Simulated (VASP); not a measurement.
# Yb (Fm-3m) in VASP: a series of runs

Runs on Yb. Level: LDA. Tasks: single point.

All numbers are computed with VASP 6.6.1; they aren't measurements. Logs are shortened: lines on timing, memory, paths and dates and some standing lists are left out, and cuts for length are marked.

## (1) The cell of the first run

Symmetry: Fm-3m, No. 225, cubic system. Conventional cell: a = 5.374 Å, b = 5.374 Å, c = 5.374 Å, α = 90.00°, β = 90.00°, γ = 90.00°. Within 5.0 Å of Yb (site symmetry m-3m) lie 12 Yb at 3.80 Å.

## (2) Single point, LDA, collinear spin, ferromagnetic start (38.80 Å³/atom)

File INCAR:

```
SYSTEM = Yb
PREC = Accurate
ENCUT = 520
EDIFF = 1E-7
ISMEAR = -1
SIGMA = 0.05
LREAL = .FALSE.
LASPH = .TRUE.
NELM = 150
ALGO = Fast
ISIF = 2
LWAVE = .FALSE.
LCHARG = .TRUE.
ISPIN = 2
MAGMOM = 1
LORBIT = 11
LMAXMIX = 6
GGA = CA
LELF = .TRUE.
LVHAR = .TRUE.
NBANDS = 22
```

File KPOINTS:

```
regular mesh
0
G
  8 8 8
  0 0 0
```

File POSCAR:

```
Yb
1.0
    0.0000000000      2.6871026548      2.6871026548
    2.6871026548      0.0000000000      2.6871026548
    2.6871026548      2.6871026548      0.0000000000
Yb
1
Direct
    0.0000000000      0.0000000000      0.0000000000
```

Potentials or basis: VASP PAW PBE potentials, release 64 (Yb).

On the command line:

```sh
$ cat potpaw_PBE.64/Yb/POTCAR > POTCAR
$ mpirun -np 1 vasp_std > vasp.out
```

OUTCAR:

```text
SYSTEM = Yb
   PREC = Accurate
   ENCUT = 520
   EDIFF = 1E-7
   ISMEAR = -1
   LREAL = .FALSE.
   LASPH = .TRUE.
   NELM = 150
   ISIF = 2
   ISPIN = 2
   LORBIT = 11
   GGA = CA

 ion  position               nearest neighbor table
   1  0.000  0.000  0.000-

  LATTYP: Found a face centered cubic cell.
 ALAT       =     5.3742053096

  Lattice vectors:

 A1 = (   0.0000000000,   2.6871026548,   2.6871026548)
 A2 = (   2.6871026548,   0.0000000000,   2.6871026548)
 A3 = (   2.6871026548,   2.6871026548,   0.0000000000)

Analysis of symmetry for initial positions (statically):
=====================================================================
 Subroutine PRICEL returns:
 Original cell was already a primitive cell.

 Routine SETGRP: Setting up the symmetry group for a
 face centered cubic supercell.

 Subroutine GETGRP returns: Found 48 space group operations
 (whereof 48 operations were pure point group operations)
 out of a pool of 48 trial point group operations.

The static configuration has the point symmetry O_h .

Analysis of symmetry for dynamics (positions and initial velocities):
=====================================================================
 Subroutine PRICEL returns:
 Original cell was already a primitive cell.

 Routine SETGRP: Setting up the symmetry group for a
 face centered cubic supercell.

 Subroutine GETGRP returns: Found 48 space group operations
 (whereof 48 operations were pure point group operations)
 out of a pool of 48 trial point group operations.

The dynamic configuration has the point symmetry O_h .

Analysis of structural, dynamic, and magnetic symmetry:
=====================================================================
 Subroutine PRICEL returns:
 Original cell was already a primitive cell.

 Routine SETGRP: Setting up the symmetry group for a
 face centered cubic supercell.

 Subroutine GETGRP returns: Found 48 space group operations
 (whereof 48 operations were pure point group operations)
 out of a pool of 48 trial point group operations.

The overall configuration has the point symmetry O_h .

 Subroutine INISYM returns: Found 48 space group operations
 (whereof 48 operations are pure point group operations),
 and found     1 'primitive' translations

----------------------------------------------------------------------------------------

                                     Primitive cell

  volume of cell :      38.8046

  direct lattice vectors                    reciprocal lattice vectors
     0.000000000  2.687102655  2.687102655    -0.186074023  0.186074023  0.186074023
     2.687102655  0.000000000  2.687102655     0.186074023 -0.186074023  0.186074023
     2.687102655  2.687102655  0.000000000     0.186074023  0.186074023 -0.186074023

  length of vectors
     3.800137018  3.800137018  3.800137018     0.322289661  0.322289661  0.322289661

  position of ions in fractional coordinates (direct lattice)
     0.000000000  0.000000000  0.000000000

  ion indices of the primitive-cell ions
   primitive index   ion index
                 1           1

----------------------------------------------------------------------------------------

 KPOINTS: regular mesh

Automatic generation of k-mesh.
 Grid dimensions read from file:
 generate k-points for:    8    8    8

 Generating k-lattice:

  Cartesian coordinates                     Fractional coordinates (reciprocal lattice)
    -0.023259253  0.023259253  0.023259253     0.125000000  0.000000000  0.000000000
     0.023259253 -0.023259253  0.023259253     0.000000000  0.125000000  0.000000000
     0.023259253  0.023259253 -0.023259253     0.000000000  0.000000000  0.125000000

  Length of vectors
     0.040286208  0.040286208  0.040286208

  Shift w.r.t. Gamma in fractional coordinates (k-lattice)
     0.000000000  0.000000000  0.000000000

 Subroutine IBZKPT returns following result:
 ===========================================

 Found     29 irreducible k-points:

 Following reciprocal coordinates:
            Coordinates               Weight
  0.000000  0.000000  0.000000      1.000000
  0.125000  0.000000  0.000000      8.000000
  0.250000  0.000000  0.000000      8.000000
  0.375000  0.000000  0.000000      8.000000
  0.500000  0.000000  0.000000      4.000000
  0.125000  0.125000  0.000000      6.000000
[... 16 lines left out ...]
  0.500000  0.250000  0.125000     48.000000
 -0.375000  0.250000  0.125000     24.000000
 [... further k-points ...]
   k-points           NKPTS =     29   k-points in BZ     NKDIM =     29   number of bands    NBANDS=     22
   number of dos      NEDOS =    301   number of ions     NIONS =      1
   total plane-waves  NPLWV =  21952
   dimension x,y,z NGX =    28 NGY =   28 NGZ =   28
   dimension x,y,z NGXF=    56 NGYF=   56 NGZF=   56
   ions per type =               1
   NGX,Y,Z   is equivalent  to a cutoff of  12.25, 12.25, 12.25 a.u.
   NGXF,Y,Z  is equivalent  to a cutoff of  24.50, 24.50, 24.50 a.u.
 SYSTEM =  Yb
   PREC   = accura    normal or accurate (medium, high low for compatibility)
   ISTART =      0    job   : 0-new  1-cont  2-samecut
   ICHARG =      2    charge: 1-file 2-atom 10-const
   ISPIN  =      2    spin polarized calculation?
   LNONCOLLINEAR =      F non collinear calculations
   LSORBIT =      F    spin-orbit coupling
   LASPH  =      T    aspherical Exc in radial PAW
   ENCUT  =  520.0 eV  38.22 Ry    6.18 a.u.   7.07  7.07  7.07*2*pi/ulx,y,z
   NELM   =    150;   NELMIN=  2; NELMDL= -5     # of ELM steps
   EDIFF  = 0.1E-06   stopping-criterion for ELM
   LREAL  =      F    real-space projection
   EDIFFG = 0.1E-05   stopping-criterion for IOM
   NSW    =      0    number of steps for IOM
   IBRION =     -1    ionic relax: 0-MD 1-quasi-New 2-CG
   NFREE  =      0    steps in history (QN), initial steepest desc. (CG)
   ISIF   =      2    stress and relaxation
   ISYM   =      2    0-nonsym 1-usesym 2-fastsym
   POTIM  = 0.5000    time-step for ionic-motion
   TEBEG  =    0.0;   TEEND  =   0.0 temperature during run
   PSTRESS=    0.0 pullay stress
   NELECT =      24.0000    total number of electrons
   NUPDOWN=      -1.0000    fix difference up-down
   EMIN   =  10.00;   EMAX   =-10.00  energy-range for DOS
   EFERMI =   0.00;   METHOD = LEGACY
   ISMEAR =    -1;   SIGMA  =   0.05  broadening in eV -4-tet -1-fermi 0-gaus
   EFERMI_NEDOS =   21; number of points for ismear=-14 and -15
   IALGO  =     68    algorithm
   IMIX   =      4    mixing-type and parameters
     AMIX     =   0.40;   BMIX     =  1.00
     AMIX_MAG =   1.60;   BMIX_MAG =  1.00
  volume/ion in A,a.u.               =      38.80       261.87
  Fermi-wavevector in a.u.,A,eV,Ry     =   1.394818  2.635825 26.470383  1.945518
  Thomas-Fermi vector in A             =   2.518330
   LORBIT       =     11    0 simple, 1 ext, 2 COOP (PROOUT), +10 PAW based schemes
   GGA     = CA    functional components
   LHFCALC =     F    Hartree Fock is set to
   AEXX    =    0.0000 exact exchange contribution
   IVDW    =     0    specifies the selected vdW correction
   LEPSILON=     F    determine dielectric tensor
   LRPA    =     F    only Hartree local field effects (RPA)
 spin polarized calculation
 RMM-DIIS sequential band-by-band and
  energy-cutoff  :      520.00
  volume of cell :       38.80
 maximum number of plane-waves:      1056
   NGX = 15   NGY = 15   NGZ = 15

 number of electron      23.9999988 magnetization       0.0035352

 number of electron      23.9999988 magnetization      -0.0001726

 Free energy of the ion-electron system (eV)
  ---------------------------------------------------
  ext. energy  EPLUGINS =         0.00000000
  ---------------------------------------------------
  free energy    TOTEN  =        -4.03830183 eV

  energy without entropy =       -4.02810459  energy(sigma->0) =       -4.03320321

 E-fermi :   1.1067     XC(G=0):  -9.4138

 val. band max:        0.9490176821   @ k =  -0.3750   0.3750   0.0000
 cond. band min:       1.1218942327   @ k =  -0.2500   0.5000   0.2500
 fundamental gap:      0.1728765507
 Fermi energy:         1.1066602307

 spin component 1

 k-point     1 :       0.0000    0.0000    0.0000
  band No.  band energies     occupation
      1     -50.4158      1.00000
      2     -22.8336      1.00000
      3     -22.8336      1.00000
      4     -22.8336      1.00000
      5      -3.9097      1.00000
      6       0.6128      0.99995
[... 14 lines left out ...]
     21      12.8564      0.00000
     22      14.7490      0.00000

 k-point     2 :       0.1250    0.0000    0.0000
  band No.  band energies     occupation
      1     -50.4140      1.00000
      2     -22.8742      1.00000
      3     -22.8392      1.00000
      4     -22.8392      1.00000
      5      -3.5757      1.00000
      6       0.6165      0.99994
[... 14 lines left out ...]
     21      13.5102      0.00000
     22      16.0376      0.00000
[... 523 lines left out ...]
     21      15.8351      0.00000
     22      33.8598      0.00000

 k-point    24 :      -0.3750    0.2500    0.1250
  band No.  band energies     occupation
      1     -50.4018      1.00000
      2     -23.0660      1.00000
      3     -22.9414      1.00000
      4     -22.8936      1.00000
      5       0.1297      1.00000
      6       0.6478      0.99990
[... 14 lines left out ...]
     21      12.6467      0.00000
     22      18.5746      0.00000

 [... further k-points ...]

 spin component 2

 k-point     1 :       0.0000    0.0000    0.0000
  band No.  band energies     occupation
      1     -50.4157      1.00000
      2     -22.8336      1.00000
      3     -22.8336      1.00000
      4     -22.8336      1.00000
      5      -3.9101      1.00000
      6       0.6132      0.99995
[... 14 lines left out ...]
     21      12.8561      0.00000
     22      14.7492      0.00000

 k-point     2 :       0.1250    0.0000    0.0000
  band No.  band energies     occupation
      1     -50.4139      1.00000
      2     -22.8742      1.00000
      3     -22.8391      1.00000
      4     -22.8391      1.00000
      5      -3.5760      1.00000
      6       0.6169      0.99994
[... 14 lines left out ...]
     21      13.5099      0.00000
     22      16.0406      0.00000
[... 523 lines left out ...]
     21      13.6640      0.00000
     22      15.8348      0.00000

 k-point    24 :      -0.3750    0.2500    0.1250
  band No.  band energies     occupation
      1     -50.4018      1.00000
      2     -23.0660      1.00000
      3     -22.9413      1.00000
      4     -22.8936      1.00000
      5       0.1295      1.00000
      6       0.6480      0.99990
[... 14 lines left out ...]
     21      12.6464      0.00000
     22      17.5928      0.00000

 [... further k-points ...]
[... 5 lines left out ...]
  --------------------------------------------------------------------------------------
  -------------------------------------------------------------------------------------
  Total       -1.0101571     -1.0101571     -1.0101571      0.0000000      0.0000000     -0.0000000
  in kB      -41.7077493    -41.7077493    -41.7077493      0.0000000      0.0000000     -0.0000000
  external PRESSURE =     -41.7077493 kB  Pullay stress =       0.0000000 kB

 VOLUME and BASIS-vectors are now :
 -----------------------------------------------------------------------------
  energy-cutoff  :      520.00
  volume of cell :       38.80
      direct lattice vectors                 reciprocal lattice vectors
     0.000000000  2.687102655  2.687102655    -0.186074023  0.186074023  0.186074023
     2.687102655  0.000000000  2.687102655     0.186074023 -0.186074023  0.186074023
     2.687102655  2.687102655  0.000000000     0.186074023  0.186074023 -0.186074023

 POSITION                                       TOTAL-FORCE (eV/Angst)
 -----------------------------------------------------------------------------------
      0.00000      0.00000      0.00000         0.000000     -0.000000     -0.000000
 -----------------------------------------------------------------------------------
    total drift:                               -0.000000     -0.000000     -0.000000

  FREE ENERGIE OF THE ION-ELECTRON SYSTEM (eV)
  ---------------------------------------------------
  free  energy   TOTEN  =        -4.0383018344 eV

  energy  without entropy=       -4.0281045924  energy(sigma->0) =       -4.03320321

 total charge

# of ion       s       p       d       f       tot
--------------------------------------------------
    1        2.224   5.938   0.228  13.647  22.037

 magnetization (x)

# of ion       s       p       d       f       tot
--------------------------------------------------
    1        0.000  -0.000  -0.000   0.000   0.000
```

It took 9.6 min on 1 thread of Intel Xeon 8259CL, shared host; peak memory 0.19 GiB.

What came out:

```
Free energy                                           : -4.0383 eV
Pressure                                              : -4.2 GPa
Net moment                                            : 0.00 μB per cell
Valence electrons inside the program's atomic spheres : Yb 22.04
```

Levels at points of the mesh, in eV from the Fermi level:
Spin up:
| k point | band 10 | band 11 | band 12 | band 13 | band 14 | band 15 |
| --- | --- | --- | --- | --- | --- | --- |
| (0.00, 0.00, 0.00) | -0.31 | -0.31 | -0.31 | 2.63 | 2.63 | 2.63 |
Spin down:
```csv
k point,band 9,band 10,band 11,band 12,band 13,band 14,band 15,band 16
"(0.00, 0.00, 0.00)",-0.40,-0.31,-0.31,-0.31,2.63,2.63,2.63,4.57
"(0.50, 0.00, 0.00)",-0.41,-0.33,-0.33,-0.31,0.28,2.44,2.44,5.99
"(0.50, 0.50, 0.00)",-0.40,-0.36,-0.34,-0.34,0.11,1.52,6.01,6.42
```

Caveat: the cell stands under tension; the PAW data sets were made with another functional, which shifts forces and pressure a little; spin-orbit coupling is left out, which moves the levels of the heavy elements. The state reached can hang on the start; a lower one may exist.

## (3) Single point, LDA, collinear spin, ferromagnetic start (39.63 Å³/atom)

This run uses another cell than the first one, of 39.63 Å³/atom.

File INCAR:

```
PREC = Accurate ; ENCUT = 520
EDIFF = 1E-6 ; ISMEAR = -1
SIGMA = 0.05 ; LREAL = False
LASPH = True ; NELM = 150
ALGO = Normal ; ISIF = 2
LWAVE = False ; LCHARG = False
ISPIN = 2 ; MAGMOM = 1
LORBIT = 11 ; LMAXMIX = 6
GGA = CA ; NBANDS = 22
```

File KPOINTS:

```
Automatic mesh
0
Gamma
  8 8 8
```

File POSCAR:

```
Yb
1.0
    0.0000000000      2.7060265364      2.7060265364
    2.7060265364      0.0000000000      2.7060265364
    2.7060265364      2.7060265364      0.0000000000
Yb
1
Direct
    0.0000000000      0.0000000000      0.0000000000
```

Potentials or basis: VASP PAW PBE potentials, release 64 (Yb).

On the command line:

```sh
$ cat potpaw_PBE.64/Yb/POTCAR > POTCAR
$ mpirun -np 1 vasp_std > vasp.out
```

Wall time 7 min (1 thread of Intel Xeon 8259CL, shared host); peak memory 0.19 GiB.

The run converged. Its results:

| Quantity | Value |
| --- | --- |
| Free energy | -4.0160 eV |
| Pressure | -6.2 GPa |
| Net moment | 0.00 μB per cell |
| Valence electrons inside the program's atomic spheres | Yb 22.03 |

Levels at points of the mesh, in eV from the Fermi level:
Spin up:
```tsv
k point	band 10	band 11	band 12	band 13	band 14	band 15
(0.00, 0.00, 0.00)	-0.31	-0.31	-0.31	2.61	2.61	2.61
(0.50, 0.00, 0.00)	-0.33	-0.33	-0.31	0.25	2.43	2.43
(0.50, 0.50, 0.00)	-0.36	-0.34	-0.34	0.14	1.46	5.91
```
Spin down:
| k point | band 9 | band 10 | band 11 | band 12 | band 13 | band 14 | band 15 | band 16 |
| --- | --- | --- | --- | --- | --- | --- | --- | --- |
| (0.00, 0.00, 0.00) | -0.40 | -0.31 | -0.31 | -0.31 | 2.61 | 2.61 | 2.61 | 4.51 |
| (0.50, 0.00, 0.00) | -0.41 | -0.33 | -0.33 | -0.31 | 0.25 | 2.43 | 2.43 | 5.90 |
| (0.50, 0.50, 0.00) | -0.39 | -0.36 | -0.34 | -0.34 | 0.14 | 1.46 | 5.91 | 6.31 |

Caveat: the cell stands under tension; the PAW data sets were made with another functional, which shifts forces and pressure a little; spin-orbit coupling is left out, which moves the levels of the heavy elements.

(Continued in part 2 of 2.)
